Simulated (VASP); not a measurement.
A run of VASP 6.6.1 is set up as follows.

The input INCAR:

```
SYSTEM = Si2Ni
ALGO = Normal
EDIFF = 1E-6
ENCUT = 520
GGA = CA
ISIF = 2
ISMEAR = -1
LASPH = .TRUE.
LCHARG = .FALSE.
LREAL = .FALSE.
LWAVE = .FALSE.
NBANDS = 16
NELM = 80
PREC = Accurate
SIGMA = 0.05
```

KPOINTS

```
k-points
0
G
  11 11 11
  0 0 0
```

POSCAR

```
Si2Ni
1.0
    0.0000000000      2.3976768353      2.3976768353
    2.3976768353      0.0000000000      2.3976768353
    2.3976768353      2.3976768353      0.0000000000
Ni Si
1 2
Direct
    0.0000000000      0.0000000000      0.0000000000
    0.2500000000      0.2500000000      0.2500000000
    0.7500000000      0.7500000000      0.7500000000
```

Potentials or basis: VASP PAW LDA potentials, release 64 (Ni, Si).

Run with:

```bash
$ cat potpaw_LDA.64/Ni/POTCAR potpaw_LDA.64/Si/POTCAR > POTCAR
$ mpirun -np 1 vasp_std > vasp.out
```

Task: What does it give for the band gap on the k mesh?

Result: Zero (band 9 reaches 18.10 eV, above the bottom of band 10 at 16.92 eV).

Task: Estimate the pressure.

Result: 117.1 GPa.

 Spin polarisation is off, so any magnetic state and its effect on volume and gap are missing.
